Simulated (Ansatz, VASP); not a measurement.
BaTe in VASP and in Ansatz

The input INCAR:

```
PREC = Accurate
ENCUT = 520
EDIFF = 1E-6
ISMEAR = 0
SIGMA = 0.01
LREAL = F
LASPH = T
NELM = 100
ALGO = Normal
ISIF = 2
LWAVE = F
LCHARG = F
GGA = PE
NBANDS = 24
```

File KPOINTS:

```
Automatic mesh
0
Gamma
  6 6 4
```

Contents of POSCAR:

```
BaTe
1.0
    4.8953716053      0.0000000000      0.0000000000
   -2.4476858027      4.2395161711      0.0000000000
    0.0000000000      0.0000000000      8.5840688924
Ba Te
2 2
Direct
    0.0000000000      0.0000000000      0.0000000000
    0.0000000000      0.0000000000      0.5000000000
    0.3333333333      0.6666666667      0.2500000000
    0.6666666667      0.3333333333      0.7500000000
```

Input for Ansatz:

```yaml
crystal:
  lattice:
    - [4.8953716053, 0.0, 0.0]
    - [-2.4476858027, 4.2395161711, 0.0]
    - [0.0, 0.0, 8.5840688924]
  atoms:
    - { symbol: Ba, position: [0.0, 0.0, 0.0] }
    - { symbol: Ba, position: [0.0, 0.0, 0.5] }
    - { symbol: Te, position: [0.3333333333, 0.6666666667, 0.25] }
    - { symbol: Te, position: [0.6666666667, 0.3333333333, 0.75] }
kpoints:
  mp_grid: { grid: [6, 6, 4] }
hamiltonian:
  xc: pbe
scf:
  occupations: { method: fixed }
output:
  optics:
    e_range: [0, 13]
    de: 0.05
    sigma: 0.1
    bands: auto
    scissors: 0.767
```

Alike in both runs: task single point; functional PBE; k mesh 6 × 6 × 4; no spin polarisation.

|  | VASP | Ansatz |
| --- | --- | --- |
| version | VASP 6.6.1 | Ansatz 0.2.0 |
| potentials or method | VASP PAW PBE potentials, release 64 (Ba_sv, Te) | plane waves, PAW |
| plane-wave cutoff (eV) | 520 | 420 |
| occupations | gaussian, width 0.01 eV | fixed |
| valence electrons in the cell | 32 | 52 |

VASP gave:

* gap on the k mesh at the Fermi level (eV): 1.67

**Question.** Estimate Ansatz's values.

**Answer.** gap on the k mesh at the Fermi level (eV): 1.75.

VASP's potentials hold 32 valence electrons a cell and Ansatz's 52, so a difference there can come from the potentials and not from the codes.

Spin-orbit coupling is off throughout.
